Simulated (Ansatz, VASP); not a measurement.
# One calculation of CdNiC4N4, two programs

```xyz
10
Lattice="5.9865 0.0000 0.0000 0.0000 5.9865 0.0000 0.0000 0.0000 5.9865" Properties=species:S:1:pos:R:3 pbc="T T T"
Cd    2.9933    2.9933    2.9933
Ni    0.0000    0.0000    0.0000
C     1.1068    1.1068    1.1068
C     1.1068    4.8798    4.8798
C     4.8798    1.1068    4.8798
C     4.8798    4.8798    1.1068
N     1.7823    1.7823    1.7823
N     1.7823    4.2043    4.2043
N     4.2043    1.7823    4.2043
N     4.2043    4.2043    1.7823
```

Alike in both runs: task single point; functional PBE; k mesh 4 × 4 × 4; occupations gaussian, width 0.1 eV; collinear spin.

```csv
,VASP,Ansatz
version,VASP 6.6.1,Ansatz 0.2.0
potentials or method,"VASP PAW PBE potentials, release 64 (Cd, Ni, C, N), cutoff 520 eV","scalar-relativistic, plane waves, PAW"
valence electrons in the cell,58,74
```

|  | VASP | Ansatz | Ansatz less VASP |
| --- | --- | --- | --- |
| gap on the k mesh at the Fermi level (eV) | none | none | - |
| pressure (GPa) | 2.4 | 1.9 | -0.59 |
| rms of the force components (eV/Å) | 0.332 | 0.437 | +0.1046 |
| net moment per atom (μB) | 0.20 | 0.20 | 0.000 |
| size of the moment on the site where the two differ most (μB) | 1.33 | 1.22 | -0.109 |

Site moments also hang on the region over which each program counts them. Atom by atom the forces differ by 0.162 eV/Å (rms over components). A gap of «none» marks a metal or a gap that the smearing closes. The functional is the same, so the differences come from potentials, cutoffs and numerics. VASP's potentials hold 58 valence electrons a cell and Ansatz's 74, so a difference there can come from the potentials and not from the codes.

Noted on VASP's run: the standard files for N, O and F lose accuracy on very short bonds.
